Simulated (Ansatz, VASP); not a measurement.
# One calculation of BaTe, two programs

```
Ba Te
1.0
     0.00000    3.38490    3.38490
     3.38490    0.00000    3.38490
     3.38490    3.38490    0.00000
Ba Te
1 1
Direct
  0.00000 0.00000 0.00000
  0.50000 0.50000 0.50000
```

Alike in both runs: task single point; functional PBE; k mesh 8 × 8 × 8; occupations gaussian, width 0.02 eV; no spin polarisation.

|  | VASP | Ansatz |
| --- | --- | --- |
| version | VASP 6.6.1 | Ansatz 0.2.0 |
| potentials or method | VASP PAW PBE potentials, release 64 (Ba_sv, Te), cutoff 520 eV | scalar-relativistic, plane waves, PAW |
| valence electrons in the cell | 16 | 26 |

```tsv
	VASP	Ansatz	Ansatz less VASP
gap on the k mesh at the Fermi level (eV)	1.27	1.37	+0.105
least direct gap on the mesh (eV)	1.64	1.71	+0.064
pressure (GPa)	5.3	4.8	-0.47
```

VASP's potentials hold 16 valence electrons a cell and Ansatz's 26, so a difference there can come from the potentials and not from the codes.

Neither program's run includes spin-orbit coupling.
